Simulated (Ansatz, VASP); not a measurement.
## HgTe: VASP beside Ansatz

INCAR

```
SYSTEM = HgTe
PREC = Accurate
ENCUT = 520
EDIFF = 1E-7
ISMEAR = -1
SIGMA = 0.05
LREAL = .FALSE.
LASPH = .TRUE.
NELM = 80
ALGO = Normal
ISIF = 2
LWAVE = .FALSE.
LCHARG = .FALSE.
GGA = PS
NBANDS = 16
```

The input KPOINTS:

```
Automatic mesh
0
G
  9 9 9
  0 0 0
```

Contents of POSCAR:

```
HgTe
1.0
   -0.0644700000      3.1912650000      3.1912650000
    3.1912650000     -0.0644700000      3.1912650000
    3.1912650000      3.1912650000     -0.0644700000
Hg Te
1 1
Direct
    0.0000000000      0.0000000000      0.0000000000
    0.7500000000      0.7500000000      0.7500000000
```

Input for Ansatz:

```yaml
crystal:
  lattice:
    - [-0.06447, 3.191265, 3.191265]
    - [3.191265, -0.06447, 3.191265]
    - [3.191265, 3.191265, -0.06447]
  atoms:
    - { symbol: Hg, position: [0.0, 0.0, 0.0] }
    - { symbol: Te, position: [0.75, 0.75, 0.75] }
kpoints:
  mp_grid: { grid: [9, 9, 9] }
  band_path:
    path:
      - [0.0, 0.0, 0.0]
      - [0.5, 0.5, 0.5]
      - [0.2551801333, 0.5, 0.7448198667]
      - [-0.2551801333, 0.2551801333, 0.5]
      - [0.0, 0.0, 0.5]
      - [0.0, 0.0, 0.0]
      - [-0.3775900666, 0.0, 0.3775900666]
      - [0.0, 0.3775900666, 0.6224099334]
      - [0.0, 0.5, 0.5]
    npoints: 5
scf:
  occupations: { method: fermi_dirac, width: 0.05 }
hamiltonian:
  xc: pbesol
  pseudopotentials: { kind: all_electron, lapw: { basis_error: 0.0005 } }
output:
  forces: true
  stress: true
  eigenvalues: true
```

Change from the starting cell: equal xy, yz and zx shear strains of -2 %.

Alike in both runs: task single point; functional PBEsol; k mesh 9 × 9 × 9; occupations fermi-dirac, width 0.05 eV; no spin polarisation.

|  | VASP | Ansatz |
| --- | --- | --- |
| version | VASP 6.6.1 | Ansatz 0.2.0 |
| potentials or method | VASP PAW PBE potentials, release 64 (Hg, Te), cutoff 520 eV | all-electron LAPW, scalar-relativistic |

```csv
,VASP,Ansatz,Ansatz less VASP
pressure (GPa),1.5,1.4,-0.11
"traceless stress, the component that is largest in VASP (GPa)",0.89,0.88,-0.014
rms of the force components (eV/Å),0.137,0.133,-0.0038
```

VASP's potentials were made for PBE, not for PBEsol. Atom by atom the forces differ by 0.004 eV/Å (rms over components). Ansatz ran all-electron here, and VASP with PAW potentials.

Neither program's run includes spin-orbit coupling.
